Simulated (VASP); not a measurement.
Write the native input for VASP 6.6.1 that does the following.

* Task: single point
* Functional: PBE
* Potentials or basis: VASP PAW PBE potentials, release 64 (Al)
* Cutoff: 500 eV
* k mesh: 17 × 17 × 17
* Occupations: fermi-dirac, width 0.03 eV
* Spin: no spin polarisation
* Dipole correction: no
* Further INCAR settings: ALGO = Normal; EDIFF = 1e-06; NBANDS = 8

The structure of Al lies in POSCAR:

```
Al
1.0
    0.0000000000      2.0239800000      2.0239800000
    2.0239800000      0.0000000000      2.0239800000
    2.0239800000      2.0239800000      0.0000000000
Al
1
Direct
    0.0000000000      0.0000000000      0.0000000000
```

The input as run:

INCAR

```
SYSTEM = Al
  PREC = Accurate
  ENCUT = 500
  EDIFF = 1E-6
  ISMEAR = -1
  SIGMA = 0.03
  LREAL = .False.
  LASPH = .True.
  NELM = 120
  ALGO = Normal
  ISIF = 2
  LWAVE = .False.
  LCHARG = .True.
  GGA = PE
  LELF = .True.
  LVHAR = .True.
  NBANDS = 8
  GGA_COMPAT = .False.
```

KPOINTS

```
regular mesh
0
Gamma
  17 17 17
  0 0 0
```

Potentials or basis: VASP PAW PBE potentials, release 64 (Al).

The run is started by

```sh
$ cat potpaw_PBE.64/Al/POTCAR > POTCAR
$ mpirun -np 1 vasp_std > vasp.out
```

Results of the run:

```json
{
 "Pressure": "-0.5 GPa",
 "Band gap on the k mesh": "zero (an odd number of electrons rules out a gap without spin polarisation)"
}
```

Run time: 8.6 s on 1 thread of AMD EPYC 9R45 96-Core Processor (Zen 5), on a shared host, peak memory 0.11 GiB.
